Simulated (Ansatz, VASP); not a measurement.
# C in VASP and in Ansatz

```
CELL_PARAMETERS angstrom
1.94817 0.00000 0.00000
-0.97409 1.68717 0.00000
0.00000 0.00000 3.19365
ATOMIC_POSITIONS crystal
C 0.66667 0.33333 0.37461
C 0.33333 0.66667 0.62539
```

Alike in both runs: task single point; functional PBE; k mesh 12 × 12 × 6; occupations gaussian, width 0.1 eV; collinear spin.

|  | VASP | Ansatz |
| --- | --- | --- |
| version | VASP 6.6.1 | Ansatz 0.2.0 |
| potentials or method | VASP PAW PBE potentials, release 64 (C), cutoff 520 eV | scalar-relativistic, plane waves, PAW |
| valence electrons in the cell | 8 | 8 |

```csv
,VASP,Ansatz,Ansatz less VASP
gap on the k mesh at the Fermi level (eV),none,none,-
rms of the force components (eV/Å),0.848,0.767,-0.0811
net moment per atom (μB),0.00,0.00,0.000
```

Atom by atom the forces differ by 0.081 eV/Å (rms over components). A gap of «none» marks a metal or a gap that the smearing closes. The functional is the same, so the differences come from potentials, cutoffs and numerics. Ansatz's warnings: seeded moment not kept.
